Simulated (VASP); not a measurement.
Write the native input for VASP 6.6.1 that does the following.

```yaml
Task: single point
Functional: PBE
Potentials_or_basis: VASP PAW PBE potentials, release 64 (Sb, In_d, Bi_d)
Cutoff: 520 eV
k_mesh: 4 × 4 × 4
Occupations: fermi-dirac, width 0.02 eV
Spin: no spin polarisation
Dipole_correction: no
Further_INCAR_settings: ALGO = Normal; EDIFF = 1e-06; NBANDS = 51
```

The structure of In4BiSb3 lies in POSCAR:

```
In4BiSb3
1.0
    6.6076213798      0.0000000000      0.0000000000
    0.0000000000      6.6076213798      0.0000000000
    0.0000000000      0.0000000000      6.6076213798
Sb In Bi
3 4 1
Direct
    0.5000000000      0.0000000000      0.0000000000
    0.0000000000      0.5000000000      0.0000000000
    0.0000000000      0.0000000000      0.5000000000
    0.2467587593      0.7532412407      0.7532412407
    0.7532412407      0.2467587593      0.7532412407
    0.7532412407      0.7532412407      0.2467587593
    0.2467587593      0.2467587593      0.2467587593
    0.5000000000      0.5000000000      0.5000000000
```

These files were run (other wordings do the same):

INCAR

```
PREC = Accurate
ENCUT = 520
EDIFF = 1E-6
ISMEAR = -1
SIGMA = 0.02
LREAL = F
LASPH = T
NELM = 80
ALGO = Normal
ISIF = 2
LWAVE = F
LCHARG = T
GGA = PE
LELF = T
LVHAR = T
NBANDS = 51
```

KPOINTS

```
regular mesh
0
Gamma
  4 4 4
```

Potentials or basis: VASP PAW PBE potentials, release 64 (Sb, In_d, Bi_d).

Launch:

```console
$ cat potpaw_PBE.64/Sb/POTCAR potpaw_PBE.64/In_d/POTCAR potpaw_PBE.64/Bi_d/POTCAR > POTCAR
$ mpirun -np 1 vasp_std > vasp.out
```

It gave:

```
Pressure               : 1.4 GPa
Largest force          : 0.013 eV/Å
Band gap on the k mesh : zero (filled and empty bands touch)
```

Caveat: spin-orbit coupling is left out, which moves the levels of the heavy elements.

Wall time 2.1 min on 1 thread of Intel(R) Xeon(R) Platinum 8559C (Emerald Rapids) (shared host), peak memory 0.42 GiB.
